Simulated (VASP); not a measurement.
# TiAl (P-6m2) in VASP: notebook, part 2 of 2

VASP 6.6.1. Earlier steps stand in the parts before.

## Step 4: Single point, PBEsol (strained)

INCAR

```
SYSTEM = TiAl
PREC = Accurate
ENCUT = 520
EDIFF = 1E-6
ISMEAR = 0
SIGMA = 0.1
LREAL = .FALSE.
LASPH = .TRUE.
NELM = 60
ALGO = Normal
ISIF = 2
LWAVE = .FALSE.
LCHARG = .FALSE.
GGA = PS
NBANDS = 14
```

KPOINTS

```
regular mesh
0
G
  18 18 10
  0 0 0
```

POSCAR

```
TiAl
1.0
    2.8586891186      0.0000000000      0.0000000000
   -1.4293445593      2.4756973982      0.0000000000
    0.0000000000      0.0000000000      4.2430680618
Ti Al
1 1
Direct
    0.0000000000      0.0000000000      0.0000000000
    0.3333333300      0.6666666700      0.5000000000
```

Potentials or basis: VASP PAW PBE potentials, release 64 (Ti_sv, Al).

Launch:

```console
$ cat potpaw_PBE.64/Ti_sv/POTCAR potpaw_PBE.64/Al/POTCAR > POTCAR
$ mpirun -np 1 vasp_std > vasp.out
```

OUTCAR:

```text
SYSTEM = TiAl
   PREC = Accurate
   ENCUT = 520
   EDIFF = 1E-6
   ISMEAR = 0
   LREAL = .FALSE.
   LASPH = .TRUE.
   NELM = 60
   ISIF = 2
   GGA = PS

 ion  position               nearest neighbor table
   1  0.000  0.000  0.000-   2 2.69   2 2.69   2 2.69   2 2.69   2 2.69   2 2.69
   2  0.333  0.667  0.500-   1 2.69   1 2.69   1 2.69   1 2.69   1 2.69   1 2.69

  LATTYP: Found a hexagonal cell.
 ALAT       =     2.8586891186
 C/A-ratio  =     1.4842705470

  Lattice vectors:

 A1 = (   2.8586891186,   0.0000000000,   0.0000000000)
 A2 = (  -1.4293445593,   2.4756973982,   0.0000000000)
 A3 = (   0.0000000000,   0.0000000000,   4.2430680618)

Analysis of symmetry for initial positions (statically):
=====================================================================
 Subroutine PRICEL returns:
 Original cell was already a primitive cell.

 Routine SETGRP: Setting up the symmetry group for a
 hexagonal supercell.

 Subroutine GETGRP returns: Found 12 space group operations
 (whereof 12 operations were pure point group operations)
 out of a pool of 24 trial point group operations.

The static configuration has the point symmetry D_3h.

Analysis of symmetry for dynamics (positions and initial velocities):
=====================================================================
 Subroutine PRICEL returns:
 Original cell was already a primitive cell.

 Routine SETGRP: Setting up the symmetry group for a
 hexagonal supercell.

 Subroutine GETGRP returns: Found 12 space group operations
 (whereof 12 operations were pure point group operations)
 out of a pool of 24 trial point group operations.

The dynamic configuration has the point symmetry D_3h.

 Subroutine INISYM returns: Found 12 space group operations
 (whereof 12 operations are pure point group operations),
 and found     1 'primitive' translations

----------------------------------------------------------------------------------------

                                     Primitive cell

  volume of cell :      30.0293
[... 119 lines left out ...]
   LRPA    =     F    only Hartree local field effects (RPA)
 non-spin polarized calculation
 Gauss-broadening in eV      SIGMA  =   0.10
  energy-cutoff  :      520.00
  volume of cell :       30.03
 maximum number of plane-waves:       828
 NGX is ok and might be reduce to    24
   NGX = 11   NGY = 11   NGZ = 15

 number of electron      15.0000000 magnetization

 Free energy of the ion-electron system (eV)
  ---------------------------------------------------
  ext. energy  EPLUGINS =         0.00000000
  ---------------------------------------------------
  free energy    TOTEN  =       -12.76663550 eV

  energy without entropy =      -12.75321455  energy(sigma->0) =      -12.75992502

 E-fermi :   8.7881     XC(G=0): -11.4837

 val. band max:        8.7871974054   @ k =   0.0000   0.0000   0.4000
 cond. band min:       8.7923641935   @ k =   0.1667   0.1667   0.4000
 fundamental gap:      0.0051667881
 Fermi energy:         8.7880992695

 k-point     1 :       0.0000    0.0000    0.0000
  band No.  band energies     occupation
      1     -47.2905      2.00000
      2     -23.7585      2.00000
      3     -23.2878      2.00000
      4     -23.2878      2.00000
      5      -0.4225      2.00000
      6       6.6895      2.00000
      7       7.8434      2.00000
      8      10.0982      0.00000
      9      10.0982      0.00000
     10      11.5870      0.00000
     11      11.5870      0.00000
     12      14.4597      0.00000
     13      21.4908      0.00000
     14      21.4908      0.00000
[... 377 lines left out ...]
      1     -47.1881      2.00000
      2     -23.8647      2.00000
      3     -23.6542      2.00000
      4     -23.4703      2.00000
      5       4.2671      2.00000
      6       6.5356      2.00000
      7       7.3106      2.00000
      8       7.9231      2.00000
      9      10.3360      0.00000
     10      12.2597      0.00000
     11      13.4644      0.00000
     12      14.3412      0.00000
     13      14.7130      0.00000
     14      16.1889      0.00000

 [... further k-points ...]

------------------------ aborting loop because EDIFF is reached ----------------------------------------

  FORCE on cell =-STRESS in cart. coord.  units (eV):
  Direction    XX          YY          ZZ          XY          YZ          ZX
  --------------------------------------------------------------------------------------
  -------------------------------------------------------------------------------------
  Total        1.3574111      1.3574111      4.2266218      0.0000000      0.0000000      0.0000000
  in kB       72.4231621     72.4231621    225.5067162      0.0000000      0.0000000      0.0000000
  external PRESSURE =     123.4510135 kB  Pullay stress =       0.0000000 kB

 VOLUME and BASIS-vectors are now :
 -----------------------------------------------------------------------------
  energy-cutoff  :      520.00
  volume of cell :       30.03
      direct lattice vectors                 reciprocal lattice vectors
     2.858689119  0.000000000  0.000000000     0.349810685  0.201963293  0.000000000
    -1.429344559  2.475697398  0.000000000     0.000000000  0.403926587  0.000000000
     0.000000000  0.000000000  4.243068062     0.000000000  0.000000000  0.235678520

 POSITION                                       TOTAL-FORCE (eV/Angst)
 -----------------------------------------------------------------------------------
      0.00000      0.00000      0.00000        -0.000000     -0.000000      0.000000
     -0.00000      1.65046      2.12153         0.000000      0.000000      0.000000
 -----------------------------------------------------------------------------------
    total drift:                               -0.000000      0.000000      0.000000

  FREE ENERGIE OF THE ION-ELECTRON SYSTEM (eV)
  ---------------------------------------------------
  free  energy   TOTEN  =       -12.7666354959 eV

  energy  without entropy=      -12.7532145536  energy(sigma->0) =      -12.75992502
```

OSZICAR:

```text
N       E                     dE             d eps       ncg     rms          rms(c)
DAV:   1     0.101013386050E+03    0.10101E+03   -0.71168E+03  6222   0.111E+03
DAV:   2    -0.864346156409E+01   -0.10966E+03   -0.10531E+03  6408   0.304E+02
DAV:   3    -0.142207346281E+02   -0.55773E+01   -0.54711E+01  9350   0.662E+01
DAV:   4    -0.143960532548E+02   -0.17532E+00   -0.17504E+00  7120   0.103E+01
DAV:   5    -0.144021805529E+02   -0.61273E-02   -0.61269E-02  9032   0.181E+00    0.107E+01
DAV:   6    -0.129489649290E+02    0.14532E+01   -0.58941E+00  6964   0.311E+01    0.350E+00
DAV:   7    -0.127856497028E+02    0.16332E+00   -0.54683E-01  6810   0.876E+00    0.224E+00
DAV:   8    -0.127696174264E+02    0.16032E-01   -0.13686E-01  7572   0.412E+00    0.770E-01
DAV:   9    -0.127690812891E+02    0.53614E-03   -0.44798E-02  6860   0.311E+00    0.468E-01
DAV:  10    -0.127666282115E+02    0.24531E-02   -0.57538E-03  6828   0.102E+00    0.106E-01
DAV:  11    -0.127666538517E+02   -0.25640E-04   -0.12627E-03  8492   0.382E-01    0.602E-02
DAV:  12    -0.127666450600E+02    0.87917E-05   -0.56337E-05  6576   0.763E-02    0.363E-02
DAV:  13    -0.127666359356E+02    0.91244E-05   -0.15685E-05  7472   0.494E-02    0.159E-02
DAV:  14    -0.127666354959E+02    0.43970E-06   -0.25136E-06  6388   0.135E-02
   1 F= -.12766635E+02 E0= -.12759925E+02  d E =-.134209E-01
```

stdout:

```text
POSCAR found type information on POSCAR TiAl
 POSCAR found :  2 types and       2 ions
 scaLAPACK will be used
 -----------------------------------------------------------------------------
|                                                                             |
|                                                                             |
|     You enforced a specific xc type in the INCAR file but a different       |
|     I HOPE YOU KNOW WHAT YOU ARE DOING!                                     |
|                                                                             |
 -----------------------------------------------------------------------------

 LDA part: xc-table for (Slater+PW92), standard interpolation
 POSCAR, INCAR and KPOINTS ok, starting setup
 FFT: planning ... GRIDC
 FFT: planning ... GRID_SOFT
 FFT: planning ... GRID
 WAVECAR not read
 entering main loop
```

It took 27 s on 1 thread of Intel Xeon 6975P-C (Granite Rapids), shared host; peak memory 0.22 GiB.

Results:

- Free energy: -12.7666 eV
- Pressure: 12.3 GPa
- Band gap on the k mesh: zero (an odd number of electrons rules out a gap without spin polarisation)

Stress tensor (GPa, compression positive):
```
 7.24  0.00  0.00
 0.00  7.24  0.00
 0.00  0.00 22.55
```

Levels at points of the mesh, in eV from the Fermi level:
| k point | band 4 | band 5 | band 6 | band 7 | band 8 | band 9 | band 10 | band 11 | band 12 | band 13 |
| --- | --- | --- | --- | --- | --- | --- | --- | --- | --- | --- |
| (0.00, 0.00, 0.00) | -32.08 | -9.21 | -2.10 | -0.94 | 1.31 | 1.31 | 2.80 | 2.80 | 5.67 | 12.70 |
| (0.50, 0.00, 0.00) | -32.22 | -4.09 | -3.02 | -1.62 | -1.02 | 2.06 | 4.15 | 4.81 | 5.02 | 6.45 |
| (0.00, 0.00, 0.50) | -32.08 | -7.91 | -5.29 | 0.04 | 1.34 | 1.34 | 2.62 | 2.62 | 8.70 | 13.06 |
| (0.50, 0.00, 0.50) | -32.22 | -4.05 | -2.31 | -1.97 | 0.59 | 1.23 | 1.68 | 4.11 | 4.15 | 7.06 |

Caveat: the cell differs from its parent crystal (strained); the stress differs along the axes, from 7 to 23 GPa; the PAW data sets were made with another functional, which shifts forces and pressure a little.

## Step 5: Single point, PBEsol (strained)

INCAR

```
PREC     = Accurate       # precision mode
ENCUT    = 520            # plane-wave cutoff, eV
EDIFF    = 1E-6           # SCF threshold, eV
ISMEAR   = 0              # smearing method
SIGMA    = 0.1            # smearing width, eV
LREAL    = F              # projectors in reciprocal space
LASPH    = T              # aspherical terms in the spheres
NELM     = 60             # most SCF steps
ALGO     = Normal         # electronic algorithm
ISIF     = 2              # what is computed and relaxed
LWAVE    = F              # write WAVECAR
LCHARG   = T              # write CHGCAR
GGA      = PS             # functional
LELF     = T              # ELF
LVHAR    = T            
NBANDS   = 14             # bands
```

KPOINTS

```
regular mesh
0
Gamma
  18 18 10
```

POSCAR

```
TiAl
1.0
    2.8762941087      0.0000000000      0.0000000000
   -1.4381470543      2.4909437669      0.0000000000
    0.0000000000      0.0000000000      4.6226477164
Ti Al
1 1
Direct
    0.0000000000      0.0000000000      0.0000000000
    0.3333333300      0.6666666700      0.5000000000
```

Launch:

```console
$ cat potpaw_PBE.64/Ti_sv/POTCAR potpaw_PBE.64/Al/POTCAR > POTCAR
$ mpirun -np 1 vasp_std > vasp.out
```

Wall time 34 s (1 thread of Intel Xeon 6975P-C (Granite Rapids), shared host); peak memory 0.23 GiB.

It converged, with:

- Free energy: -12.9345 eV
- Pressure: -2.1 GPa
- Band gap on the k mesh: zero (an odd number of electrons rules out a gap without spin polarisation)

Stress tensor (GPa, compression positive):
```
-2.40  0.00  0.00
 0.00 -2.40  0.00
 0.00  0.00 -1.43
```

Levels at points of the mesh, in eV from the Fermi level:
| k point | band 4 | band 5 | band 6 | band 7 | band 8 | band 9 | band 10 | band 11 |
| --- | --- | --- | --- | --- | --- | --- | --- | --- |
| (0.00, 0.00, 0.00) | -32.29 | -8.91 | -2.24 | -1.70 | 1.28 | 1.28 | 2.74 | 2.74 |
| (0.50, 0.00, 0.00) | -32.42 | -3.72 | -2.83 | -1.52 | -0.96 | 2.07 | 3.94 | 4.13 |
| (0.00, 0.00, 0.50) | -32.29 | -7.96 | -5.25 | -0.35 | 1.29 | 1.29 | 2.65 | 2.65 |
| (0.50, 0.00, 0.50) | -32.42 | -3.67 | -2.37 | -1.82 | 0.53 | 0.98 | 1.85 | 3.07 |

Caveat: the cell differs from its parent crystal (strained); the PAW data sets were made with another functional, which shifts forces and pressure a little.

## Step 6: Overview

| cell | k mesh | cutoff (eV) | smearing | gap on the mesh (eV) | pressure (GPa) |
| --- | --- | --- | --- | --- | --- |
| a = 5.427, b = 5.427, c = 5.696 Å, angles 105.2, 105.2, 116.7°, 8 atoms, atomic positions A | 14 × 14 × 14 | 500 | gaussian 0.15 eV | none | 0.0 |
| a = 2.848, b = 2.848, c = 13.860 Å, angles 90.0, 90.0, 60.0°, 6 atoms, atomic positions B | 24 × 24 × 5 | 520 | gaussian 0.15 eV | none | 0.0 |
| a = 2.859, b = 2.859, c = 4.243 Å, angles 90.0, 90.0, 120.0°, 2 atoms, atomic positions C | 18 × 18 × 10 | 520 | gaussian 0.1 eV | none | 12.3 |
| a = 2.876, b = 2.876, c = 4.623 Å, angles 90.0, 90.0, 120.0°, 2 atoms, atomic positions C | 18 × 18 × 10 | 520 | gaussian 0.1 eV | none | -2.1 |

Alike in all rows: task single point; level PBEsol; potentials or basis VASP PAW PBE potentials, release 64 (Ti_sv, Al); no spin polarisation.

Caveats: the PAW data sets were made with another functional, which shifts forces and pressure a little; the stress differs along the axes, from 7 to 23 GPa (at least some runs).

Total energies depend on the potentials used, so only differences within one code and one set of settings carry meaning.
